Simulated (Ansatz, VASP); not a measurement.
# One calculation of Hg, two programs

```
Hg
1.0
     3.19112    0.00000    0.00000
     0.00000    3.19112    0.00000
     0.00000    0.00000   29.82745
Hg
2
Direct
  0.50000 0.50000 0.24605
  0.50000 0.50000 0.35742
```

Alike in both runs: functional PBE; k mesh 16 × 16 × 1; occupations gaussian, width 0.1 eV; no spin polarisation.

Ansatz relaxed the structure, and its values are those at the end. VASP's run is a single point on that final structure, the one shown.

|  | VASP | Ansatz |
| --- | --- | --- |
| version | VASP 6.6.1 | Ansatz 0.2.0 |
| potentials or method | VASP PAW PBE potentials, release 64 (Hg), cutoff 520 eV | scalar-relativistic, plane waves, PAW |
| valence electrons in the cell | 24 | 40 |

```csv
,VASP,Ansatz,Ansatz less VASP
gap on the k mesh at the Fermi level (eV),none,none,-
rms of the force components (eV/Å),0.004,0.000,-0.0037
```

A gap of «none» marks a metal or a gap that the smearing closes. VASP's potentials hold 24 valence electrons a cell and Ansatz's 40, so a difference there can come from the potentials and not from the codes.

Spin-orbit coupling is off throughout.
